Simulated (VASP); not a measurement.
A run of VASP 6.6.1 is set up as follows.

Contents of INCAR:

```
SYSTEM = Nb
PREC     = Accurate       ! precision mode
ENCUT    = 500            ! plane-wave cutoff, eV
EDIFF    = 1E-7           ! SCF threshold, eV
ISMEAR   = 1              ! smearing method
SIGMA    = 0.1            ! smearing width, eV
LREAL    = .False.        ! projectors in reciprocal space
LASPH    = .True.         ! aspherical terms in the spheres
NELM     = 120            ! most SCF steps
ALGO     = Normal         ! electronic algorithm
ISIF     = 3              ! what is computed and relaxed
LWAVE    = .False.        ! write WAVECAR
LCHARG   = .False.        ! write CHGCAR
GGA      = PE             ! functional
IBRION   = 2              ! ionic algorithm
NSW      = 60             ! ionic steps
EDIFFG   = -0.03          ! ionic threshold
PSTRESS  = 600.0        
GGA_COMPAT= .False.      
NELMIN   = 4
```

KPOINTS

```
Automatic mesh
0
Gamma
  8 8 8
  0 0 0
```

POSCAR

```
Nb
1.0
    0.0000000000      2.0950000000      2.0950000000
    2.0950000000      0.0000000000      2.0950000000
    2.0950000000      2.0950000000      0.0000000000
Nb
1
Direct
    0.0000000000      0.0000000000      0.0000000000
```

Potentials or basis: VASP PAW PBE potentials, release 64 (Nb_sv).

Run with:

```console
$ cat potpaw_PBE.64/Nb_sv/POTCAR > POTCAR
$ mpirun -np 1 vasp_std > vasp.out
```

(1) Estimate the relaxed cell.

(2) Estimate the band gap on the k mesh.

(3) Predict the relaxed volume.

Results:

(1) a = 2.753 Å, b = 2.753 Å, c = 2.753 Å, α = 60.00°, β = 60.00°, γ = 60.00°.

(2) zero (an odd number of electrons rules out a gap without spin polarisation).

(3) 14.75 Å³/atom.

Caveat: the cell is relaxed towards a set pressure, so the run minimises the enthalpy, not the energy; the volume moved by over 15 % at a fixed basis, so the end points are rough.
